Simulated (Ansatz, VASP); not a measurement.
**One calculation of Si, two programs**

File INCAR:

```
SYSTEM = Si
ALGO     = Normal         ! electronic algorithm
EDIFF    = 1E-6           ! SCF threshold, eV
ENCUT    = 520            ! plane-wave cutoff, eV
GGA      = PE             ! functional
ISIF     = 2              ! what is computed and relaxed
ISMEAR   = -1             ! smearing method
LASPH    = .TRUE.         ! aspherical terms in the spheres
LCHARG   = .FALSE.        ! write CHGCAR
LREAL    = .FALSE.        ! projectors in reciprocal space
LWAVE    = .FALSE.        ! write WAVECAR
NBANDS   = 11             ! bands
NELM     = 60             ! most SCF steps
PREC     = Accurate       ! precision mode
SIGMA    = 0.08           ! smearing width, eV
```

Contents of KPOINTS:

```
k-points
0
G
  11 11 11
  0 0 0
```

Contents of POSCAR:

```
Si
1.0
    0.0000000000      2.7687280309      2.7687280309
    2.7687280309      0.0000000000      2.7687280309
    2.7687280309      2.7687280309      0.0000000000
Si
2
Direct
    0.5000000000      0.5000000000      0.5000000000
    0.7500000000      0.7500000000      0.7500000000
```

Input for Ansatz:

```yaml
crystal:
  lattice:
    - [0.0, 2.7687280309, 2.7687280309]
    - [2.7687280309, 0.0, 2.7687280309]
    - [2.7687280309, 2.7687280309, 0.0]
  atoms:
    - { symbol: Si, position: [0.5, 0.5, 0.5] }
    - { symbol: Si, position: [0.75, 0.75, 0.75] }
kpoints:
  mp_grid: { grid: [11, 11, 11] }
  band_path:
    path:
      - [0.0, 0.0, 0.0]
      - [0.5, 0.0, 0.5]
      - [0.625, 0.25, 0.625]
      - [0.375, 0.375, 0.75]
      - [0.0, 0.0, 0.0]
      - [0.5, 0.5, 0.5]
      - [0.5, 0.25, 0.75]
      - [0.5, 0.0, 0.5]
    npoints: 5
scf:
  occupations: { method: fermi_dirac, width: 0.08 }
hamiltonian:
  xc: pbe
  pseudopotentials: { kind: all_electron, lapw: { basis_error: 0.00025 } }
output:
  forces: true
  stress: true
  eigenvalues: true
```

Change from the starting cell: volume scaled by 1.06.

Alike in both runs: task single point; functional PBE; k mesh 11 × 11 × 11; occupations fermi-dirac, width 0.08 eV; no spin polarisation.

|  | VASP | Ansatz |
| --- | --- | --- |
| version | VASP 6.6.1 | Ansatz 0.2.0 |
| potentials or method | VASP PAW PBE potentials, release 64 (Si), cutoff 520 eV | all-electron LAPW, scalar-relativistic |

Ansatz gave:

- pressure (GPa): -3.0

Q: What did VASP give for the same quantities?

A: Pressure (GPa): -3.1.

Ansatz ran all-electron here, and VASP with PAW potentials.
